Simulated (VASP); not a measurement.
# Sn4O7 (a cell with a defect) in VASP: single point with PBEsol

Aim: the single point of Sn4O7 (a cell with a defect) with PBEsol.

Program: VASP 6.6.1. These are calculated values, not measurements. Logs are shortened: lines on timing, memory, paths and dates and some standing lists are left out, and cuts for length are marked.

## Step 1: The cell of the first run

The cell holds a defect, 11 atoms: a = 5.672 Å, b = 5.672 Å, c = 5.855 Å, α = 90.00°, β = 118.97°, γ = 90.00°.

## Step 2: Single point, PBEsol

Input file INCAR:

```
ALGO = Normal
EDIFF = 1E-7
ENCUT = 520
GGA = PS
ISIF = 2
ISMEAR = 0
LASPH = T
LCHARG = F
LREAL = F
LWAVE = F
NBANDS = 60
NELECT = 96.0
NELM = 80
PREC = Accurate
SIGMA = 0.05
```

Input file KPOINTS:

```
k-points
0
Gamma
  6 4 6
```

Input file POSCAR:

```
Sn4O7
1.0
   -4.0109999453     -4.0109999453      0.0000000000
   -4.0109999453      4.0109999453      0.0000000000
    2.0054999726      2.0054999726     -5.1227446976
Sn O
4 7
Direct
    1.0000000000      0.7500000000      0.5000000000
    0.5000000000      0.2500000000      0.5000000000
    0.5000000000      0.5000000000      0.0000000000
    0.0000000000      0.0000000000      0.0000000000
    0.2029187784      0.0000000000      0.4058375568
    0.8892623383      0.7711584726      0.2362077316
    0.2970812216      0.2500000000      0.0941624432
    0.2970812216      0.5000000000      0.5941624432
    0.7970812216      0.0000000000      0.5941624432
    0.2029187784      0.7500000000      0.9058375568
    0.7029187784      0.2500000000      0.9058375568
```

Potentials or basis: VASP PAW PBE potentials, release 64 (Sn_d, O).

Run with:

```sh
> cat potpaw_PBE.64/Sn_d/POTCAR potpaw_PBE.64/O/POTCAR > POTCAR
> mpirun -np 1 vasp_std > vasp.out
```

OUTCAR:

```text
EDIFF = 1E-7
   ENCUT = 520
   GGA = PS
   ISIF = 2
   ISMEAR = 0
   LASPH = T
   LREAL = F
   NELECT = 96.0
   NELM = 80
   PREC = Accurate

 ion  position               nearest neighbor table
   1  0.000  0.750  0.500-   6 1.36   5 2.06   9 2.06   8 2.06  10 2.08   4 3.25   4 3.25   3 3.25
                             3 3.25
   2  0.500  0.250  0.500-   8 2.06   5 2.06   9 2.06   7 2.08  11 2.08   3 3.25   3 3.25   4 3.25
                             4 3.25
   3  0.500  0.500  0.000-   7 2.06  11 2.06  10 2.06   8 2.08   6 2.49   2 3.25   2 3.25   1 3.25
                             1 3.25
   4  0.000  0.000  0.000-  10 2.06   7 2.06  11 2.06   5 2.08   9 2.08   6 2.20   1 3.25   1 3.25
                             2 3.25   2 3.25
   5  0.203  0.000  0.406-   1 2.06   2 2.06   4 2.08
   6  0.889  0.771  0.236-   1 1.36   4 2.20   3 2.49
   7  0.297  0.250  0.094-   3 2.06   4 2.06   2 2.08
   8  0.297  0.500  0.594-   2 2.06   1 2.06   3 2.08
   9  0.797  0.000  0.594-   1 2.06   2 2.06   4 2.08
  10  0.203  0.750  0.906-   4 2.06   3 2.06   1 2.08
  11  0.703  0.250  0.906-   3 2.06   4 2.06   2 2.08

 -----------------------------------------------------------------------------
|                                                                             |
|           W    W    AA    RRRRR   N    N  II  N    N   GGGG   !!!           |
|           W    W   A  A   R    R  NN   N  II  NN   N  G    G  !!!           |
|           W    W  A    A  R    R  N N  N  II  N N  N  G       !!!           |
|           W WW W  AAAAAA  RRRRR   N  N N  II  N  N N  G  GGG   !            |
|           WW  WW  A    A  R   R   N   NN  II  N   NN  G    G                |
|           W    W  A    A  R    R  N    N  II  N    N   GGGG   !!!           |
|                                                                             |
|     The distance between some ions is very small. Please check the          |
|     nearest-neighbor list in the OUTCAR file.                               |
|     I HOPE YOU KNOW WHAT YOU ARE DOING!                                     |
|                                                                             |
 -----------------------------------------------------------------------------

  LATTYP: Found a base centered orthorhombic cell.
 ALAT       =     5.6724105213
 B/A-ratio  =     1.8061967406
 C/A-ratio  =     1.0000000000

  Lattice vectors:

 A1 = (   2.0054999727,   2.0054999727,   5.1227446976)
 A2 = (   2.0054999726,   2.0054999726,  -5.1227446976)
 A3 = (  -4.0109999453,   4.0109999453,   0.0000000000)

Analysis of symmetry for initial positions (statically):
=====================================================================
 Subroutine PRICEL returns:
 Original cell was already a primitive cell.

 Routine SETGRP: Setting up the symmetry group for a
 base centered orthorhombic supercell.

 Subroutine GETGRP returns: Found  1 space group operations
 (whereof  1 operations were pure point group operations)
 out of a pool of  8 trial point group operations.

The static configuration has the point symmetry C_1 .

Analysis of symmetry for dynamics (positions and initial velocities):
=====================================================================
 Subroutine PRICEL returns:
 Original cell was already a primitive cell.

 Routine SETGRP: Setting up the symmetry group for a
 base centered orthorhombic supercell.

 Subroutine GETGRP returns: Found  1 space group operations
 (whereof  1 operations were pure point group operations)
 out of a pool of  8 trial point group operations.

The dynamic configuration has the point symmetry C_1 .

 Subroutine INISYM returns: Found  1 space group operations
 (whereof  1 operations are pure point group operations),
 and found     1 'primitive' translations

----------------------------------------------------------------------------------------

                                     Primitive cell

  volume of cell :     164.8307

  direct lattice vectors                    reciprocal lattice vectors
    -4.010999945 -4.010999945  0.000000000    -0.124657194 -0.124657194 -0.097603927
    -4.010999945  4.010999945  0.000000000    -0.124657194  0.124657194  0.000000000
     2.005499973  2.005499973 -5.122744698     0.000000000  0.000000000 -0.195207854

  length of vectors
     5.672410521  5.672410521  5.855473808     0.201507714  0.176291895  0.195207854
[... 41 lines left out ...]
     0.000000000  0.000000000 -0.032534642     0.000000000  0.000000000  0.166666667

  Length of vectors
     0.033584619  0.044072974  0.032534642

  Shift w.r.t. Gamma in fractional coordinates (k-lattice)
     0.000000000  0.000000000  0.000000000

 Subroutine IBZKPT returns following result:
 ===========================================

 Found     76 irreducible k-points:

 Following reciprocal coordinates:
            Coordinates               Weight
  0.000000  0.000000  0.000000      1.000000
  0.166667  0.000000  0.000000      2.000000
  0.166667  0.000000 -0.166667      2.000000
  0.333333  0.000000 -0.000000      2.000000
  0.333333  0.000000 -0.333333      2.000000
  0.500000  0.000000  0.000000      1.000000
[... 16 lines left out ...]
  0.333333  0.500000 -0.333333      2.000000
  0.500000  0.500000  0.000000      1.000000
 [... further k-points ...]
   k-points           NKPTS =     76   k-points in BZ     NKDIM =     76   number of bands    NBANDS=     60
   number of dos      NEDOS =    301   number of ions     NIONS =     11
   total plane-waves  NPLWV =  84672
   dimension x,y,z NGX =    42 NGY =   42 NGZ =   48
   dimension x,y,z NGXF=    84 NGYF=   84 NGZF=   96
   ions per type =               4   7
   NGX,Y,Z   is equivalent  to a cutoff of  12.31, 12.31, 13.63 a.u.
   NGXF,Y,Z  is equivalent  to a cutoff of  24.62, 24.62, 27.26 a.u.
 SYSTEM =  unknown system
   PREC   = accura    normal or accurate (medium, high low for compatibility)
   ISTART =      0    job   : 0-new  1-cont  2-samecut
   ICHARG =      2    charge: 1-file 2-atom 10-const
   ISPIN  =      1    spin polarized calculation?
   LNONCOLLINEAR =      F non collinear calculations
   LSORBIT =      F    spin-orbit coupling
   LASPH  =      T    aspherical Exc in radial PAW
   ENCUT  =  520.0 eV  38.22 Ry    6.18 a.u.  10.55 10.55 10.89*2*pi/ulx,y,z
   NELM   =     80;   NELMIN=  2; NELMDL= -5     # of ELM steps
   EDIFF  = 0.1E-06   stopping-criterion for ELM
   LREAL  =      F    real-space projection
   EDIFFG = 0.1E-05   stopping-criterion for IOM
   NSW    =      0    number of steps for IOM
   IBRION =     -1    ionic relax: 0-MD 1-quasi-New 2-CG
   NFREE  =      0    steps in history (QN), initial steepest desc. (CG)
   ISIF   =      2    stress and relaxation
   ISYM   =      2    0-nonsym 1-usesym 2-fastsym
   POTIM  = 0.5000    time-step for ionic-motion
   TEBEG  =    0.0;   TEEND  =   0.0 temperature during run
   PSTRESS=    0.0 pullay stress
   NELECT =      96.0000    total number of electrons
   NUPDOWN=      -1.0000    fix difference up-down
   EMIN   =  10.00;   EMAX   =-10.00  energy-range for DOS
   EFERMI =   0.00;   METHOD = LEGACY
   ISMEAR =     0;   SIGMA  =   0.05  broadening in eV -4-tet -1-fermi 0-gaus
   EFERMI_NEDOS =   21; number of points for ismear=-14 and -15
   IALGO  =     38    algorithm
   IMIX   =      4    mixing-type and parameters
     AMIX     =   0.40;   BMIX     =  1.00
     AMIX_MAG =   1.60;   BMIX_MAG =  1.00
  volume/ion in A,a.u.               =      14.98       101.12
  Fermi-wavevector in a.u.,A,eV,Ry     =   1.367160  2.583557 25.430997  1.869126
  Thomas-Fermi vector in A             =   2.493237
   LORBIT       =      0    0 simple, 1 ext, 2 COOP (PROOUT), +10 PAW based schemes
   GGA     = PS    functional components
   LHFCALC =     F    Hartree Fock is set to
   AEXX    =    0.0000 exact exchange contribution
   IVDW    =     0    specifies the selected vdW correction
   LEPSILON=     F    determine dielectric tensor
   LRPA    =     F    only Hartree local field effects (RPA)
 non-spin polarized calculation
 Gauss-broadening in eV      SIGMA  =   0.05
  energy-cutoff  :      520.00
  volume of cell :      164.83
 maximum number of plane-waves:      4466
   NGX = 21   NGY = 21   NGZ = 21

 number of electron      96.0000021 magnetization

 Free energy of the ion-electron system (eV)
  ---------------------------------------------------
  ext. energy  EPLUGINS =         0.00000000
  ---------------------------------------------------
  free energy    TOTEN  =       -67.57515144 eV

  energy without entropy =      -67.57429540  energy(sigma->0) =      -67.57472342

 E-fermi :   3.8902     XC(G=0):  -9.9180

 val. band max:        3.8692843975   @ k =   0.0000   0.0000   0.0000
 cond. band min:       4.1584197217   @ k =   0.1667   0.0000  -0.1667
 fundamental gap:      0.2891353242
 Fermi energy:         3.8902323188

 k-point     1 :       0.0000    0.0000    0.0000
  band No.  band energies     occupation
      1     -21.5830      2.00000
      2     -16.8191      2.00000
      3     -16.7560      2.00000
      4     -16.7249      2.00000
      5     -16.5000      2.00000
      6     -16.4619      2.00000
[... 1501 lines left out ...]
     59      13.2943      0.00000
     60      13.6323      0.00000

 [... further k-points ...]

------------------------ aborting loop because EDIFF is reached ----------------------------------------

  FORCE on cell =-STRESS in cart. coord.  units (eV):
  Direction    XX          YY          ZZ          XY          YZ          ZX
  --------------------------------------------------------------------------------------
  -------------------------------------------------------------------------------------
  Total      -16.0942292    -21.6506432     48.0640699     -0.0880765      0.0713056     -8.2318257
  in kB     -156.4381766   -210.4473036    467.1895332     -0.8561156      0.6931005    -80.0145060
  external PRESSURE =      33.4346844 kB  Pullay stress =       0.0000000 kB

 VOLUME and BASIS-vectors are now :
 -----------------------------------------------------------------------------
  energy-cutoff  :      520.00
  volume of cell :      164.83
      direct lattice vectors                 reciprocal lattice vectors
    -4.010999945 -4.010999945  0.000000000    -0.124657194 -0.124657194 -0.097603927
    -4.010999945  4.010999945  0.000000000    -0.124657194  0.124657194  0.000000000
     2.005499973  2.005499973 -5.122744698     0.000000000  0.000000000 -0.195207854

 POSITION                                       TOTAL-FORCE (eV/Angst)
 -----------------------------------------------------------------------------------
     -2.00550      4.01100     -2.56137         4.031950     -0.161963    -52.132655
     -2.00550     -0.00000     -2.56137         3.141739      0.200332     -0.141987
     -4.01100      0.00000      0.00000         0.218820     -0.189654      1.987494
      0.00000      0.00000      0.00000        -0.284776      0.151181     -0.883564
     -0.00000     -0.00000     -2.07900        -3.441526     -0.020541     -0.648130
     -6.18623      0.00000     -1.21003        -0.959835      0.053784     54.262248
     -2.00550     -0.00000     -0.48237        -2.385419     -0.010363     -1.076265
     -2.00550      2.00550     -3.04374        -0.301020     -0.957480     -0.559446
     -2.00550     -2.00550     -3.04374         0.070927      0.888501     -0.619342
     -2.00550      4.01100     -4.64037         0.234041     -0.031848      0.226106
     -2.00550     -0.00000     -4.64037        -0.324900      0.078051     -0.414459
 -----------------------------------------------------------------------------------
    total drift:                                0.000055     -0.000462     -0.000356

  FREE ENERGIE OF THE ION-ELECTRON SYSTEM (eV)
  ---------------------------------------------------
  free  energy   TOTEN  =       -67.5751514440 eV

  energy  without entropy=      -67.5742954010  energy(sigma->0) =      -67.57472342
```

Run time: 12 min. Hardware: 1 thread of Intel Xeon Platinum 8488C (Sapphire Rapids), shared host; peak memory 0.63 GiB.

What came out:

```
Free energy   : -67.5752 eV
Largest force : 54.271 eV/Å
```

Forces in eV/Å, atoms in the order of the input:
```
Sn    4.032  -0.162 -52.133
Sn    3.142   0.200  -0.142
Sn    0.219  -0.190   1.987
Sn   -0.285   0.151  -0.884
O    -3.442  -0.021  -0.648
O    -0.960   0.054  54.262
O    -2.385  -0.010  -1.076
O    -0.301  -0.957  -0.559
O     0.071   0.889  -0.619
O     0.234  -0.032   0.226
O    -0.325   0.078  -0.414
```

Levels at points of the mesh, in eV from the Fermi level:
```csv
k point,band 45,band 46,band 47,band 48,band 49,band 50,band 51,band 52
"(0.00, 0.00, 0.00)",-0.83,-0.70,-0.48,-0.11,-0.02,3.14,4.16,4.95
"(0.50, 0.00, 0.00)",-0.85,-0.78,-0.55,-0.13,1.09,2.66,3.44,4.84
"(0.50, 0.00, 0.50)",-1.03,-0.78,-0.67,-0.16,1.02,2.49,3.87,4.88
"(0.00, 0.50, 0.00)",-0.90,-0.86,-0.67,-0.15,1.06,2.66,3.33,5.32
"(0.50, 0.50, 0.00)",-0.93,-0.85,-0.47,-0.33,1.12,3.12,3.37,5.07
"(0.50, 0.50, 0.50)",-0.99,-0.89,-0.58,-0.36,1.49,2.50,4.11,4.65
"(0.00, 0.00, 0.50)",-0.96,-0.70,-0.49,-0.07,1.46,2.17,4.51,4.91
"(0.00, 0.50, 0.50)",-0.82,-0.71,-0.37,-0.18,1.11,2.47,4.02,4.46
```

Caveat: the cell carries a net charge on a neutralising background, which shifts energy and pressure; the cell differs from its parent crystal (atoms taken out, atom 6 moved 0.125 of the way to it and -0.675 Å across, host rigid); the cell is charged against a uniform background, so pressure and absolute levels hang on convention; atoms lie so close that the PAW spheres overlap strongly, which falsifies energies and pressures; the PAW data sets were made with another functional, which shifts forces and pressure a little; spin-orbit coupling is left out, which moves the levels of the heavy elements.
